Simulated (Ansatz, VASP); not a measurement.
## Two plane-wave programs on Ni

INCAR

```
ALGO = Normal
EDIFF = 1E-6
ENCUT = 520
GGA = PS
ISIF = 2
ISMEAR = 0
ISPIN = 2
LASPH = True
LCHARG = True
LELF = True
LMAXMIX = 4
LORBIT = 11
LREAL = False
LVHAR = True
LWAVE = False
MAGMOM = 0.81
NBANDS = 15
NELM = 150
PREC = Accurate
SIGMA = 0.15
```

The input KPOINTS:

```
k-points
0
Gamma
  26 26 26
```

Contents of POSCAR:

```
Ni
1.0
    0.0000000000      1.9845566802      1.4030815729
    1.9845566802      0.0000000000      1.4030815729
    1.9845566802      1.9845566802      0.0000000000
Ni
1
Direct
    0.0000000000      0.0000000000      0.0000000000
```

Input for Ansatz:

```yaml
crystal:
  lattice:
    - [0.0, 1.9845566802, 1.4030815729]
    - [1.9845566802, 0.0, 1.4030815729]
    - [1.9845566802, 1.9845566802, 0.0]
  atoms:
    - { symbol: Ni, position: [0.0, 0.0, 0.0], spin: 0.81 }
basis:
  ecutwfc: 420
kpoints:
  mp_grid: { grid: [26, 26, 26] }
hamiltonian:
  xc: pbesol
scf:
  occupations: { method: gaussian, width: 0.15 }
output:
  forces: true
  stress: true
  eigenvalues: true
  populations: true
magnetization:
  spin_polarized: true
```

Alike in both runs: task single point; functional PBEsol; k mesh 26 × 26 × 26; occupations gaussian, width 0.15 eV; collinear spin.

|  | VASP | Ansatz |
| --- | --- | --- |
| version | VASP 6.6.1 | Ansatz 0.2.0 |
| potentials or method | VASP PAW PBE potentials, release 64 (Ni), cutoff 520 eV | scalar-relativistic, plane waves, PAW |
| valence electrons in the cell | 10 | 18 |

```tsv
	VASP	Ansatz	Ansatz less VASP
gap on the k mesh at the Fermi level (eV)	none	none	-
pressure (GPa)	-10.6	-10.6	+0.01
net moment per atom (μB)	0.55	0.56	+0.009
size of the moment on the site where the two differ most (μB)	0.56	0.59	+0.031
```

VASP's potentials were made for PBE, not for PBEsol. Site moments also hang on the region over which each program counts them. A gap of «none» marks a metal or a gap that the smearing closes. With one functional, cell and mesh, what is left measures potentials, basis and numerics. VASP's potentials hold 10 valence electrons a cell and Ansatz's 18, so a difference there can come from the potentials and not from the codes.
